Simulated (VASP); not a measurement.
Input of a VASP 6.6.1 run:

Contents of INCAR:

```
  PREC = Accurate
  ENCUT = 520
  EDIFF = 1E-6
  ISMEAR = 0
  SIGMA = 0.15
  LREAL = False
  LASPH = True
  NELM = 80
  ALGO = Normal
  ISIF = 2
  LWAVE = False
  LCHARG = False
  GGA = CA
  NBANDS = 21
```

File KPOINTS:

```
Automatic mesh
0
Gamma
  14 14 14
```

File POSCAR:

```
Ge
1.0
    0.0000000000      2.8434572514      2.7452228512
    2.8434572514      0.0000000000      2.7452228512
    2.8434572514      2.8434572514      0.0000000000
Ge
2
Direct
    0.5029174098      0.4970825902      0.4970825902
    0.7470825902      0.7529174098      0.7529174098
```

Potentials or basis: VASP PAW LDA potentials, release 64 (Ge_d).

Run with:

```bash
$ cat potpaw_LDA.64/Ge_d/POTCAR > POTCAR
$ mpirun -np 1 vasp_std > vasp.out
```

Question: Estimate the pressure.

Answer: 0.3 GPa.

Question: Estimate the band gap on the k mesh.

Answer: Zero (bands 14 and 15 overlap by 0.02 eV).

Stress tensor (GPa, compression positive):
```
-0.49  0.00  0.00
 0.00 -0.46 -1.05
 0.00 -1.05  1.97
```

Caveat: the cell differs from its parent crystal (atoms displaced along a vibrational mode, the cell strained); semilocal functionals underestimate gaps, and a narrow one can read as zero.
